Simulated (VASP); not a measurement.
A run of VASP 6.6.1 is set up as follows.

Contents of INCAR:

```
SYSTEM = InSb
PREC = Accurate
ENCUT = 520
EDIFF = 1E-6
ISMEAR = -1
SIGMA = 0.15
LREAL = .False.
LASPH = .True.
NELM = 100
ALGO = Normal
ISIF = 2
LWAVE = .False.
LCHARG = .True.
GGA = PS
LELF = .True.
LVHAR = .True.
NBANDS = 16
```

File KPOINTS:

```
Automatic mesh
0
Gamma
  12 12 12
  0 0 0
```

The input POSCAR:

```
InSb
1.0
    0.0000000000      2.9576977404      2.9576977404
    2.9576977404      0.0000000000      2.9576977404
    2.9576977404      2.9576977404      0.0000000000
In Sb
1 1
Direct
    0.0000000000      0.0000000000      0.0000000000
    0.7500000000      0.7500000000      0.7500000000
```

Potentials or basis: VASP PAW PBE potentials, release 64 (In_d, Sb).

Run with:

```console
$ cat potpaw_PBE.64/In_d/POTCAR potpaw_PBE.64/Sb/POTCAR > POTCAR
$ mpirun -np 1 vasp_std > vasp.out
```

What does it give for the pressure?

25.0 GPa.

Estimate the band gap on the k mesh.

0.60 eV, indirect (least direct gap 1.37 eV).

Caveat: the PAW data sets were made with another functional, which shifts forces and pressure a little; spin-orbit coupling is left out, which moves the levels of the heavy elements. A k mesh can miss the band edges.
